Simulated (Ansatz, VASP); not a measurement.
**One calculation of Ti, two programs**

```
CELL_PARAMETERS angstrom
2.10709 0.00000 0.00000
-1.05354 1.82479 0.00000
0.00000 0.00000 2.07147
ATOMIC_POSITIONS crystal
Ti 0.00000 0.00000 0.00000
```

Change from the starting cell: volume scaled by 0.45, norm-conserving files.

Alike in both runs: task single point; functional PBE; k mesh 15 × 15 × 14; occupations fermi-dirac, width 0.08 eV; no spin polarisation.

```csv
,VASP,Ansatz
version,VASP 6.6.1,Ansatz 0.2.0
potentials or method,"VASP PAW PBE potentials, release 64 (Ti_sv)","norm-conserving pseudopotentials, scalar-relativistic"
plane-wave cutoff (eV),520,1155
valence electrons in the cell,12,12
```

|  | VASP | Ansatz | Ansatz less VASP |
| --- | --- | --- | --- |
| pressure (GPa) | 299.4 | 294.6 | -4.87 |
| traceless stress, the component that is largest in VASP (GPa) | -1.61 | -0.24 | +1.375 |

Both programs put the cell under a high pressure, so it lies far from rest at this level.

Noted on VASP's run: the cell as given lies far from equilibrium.
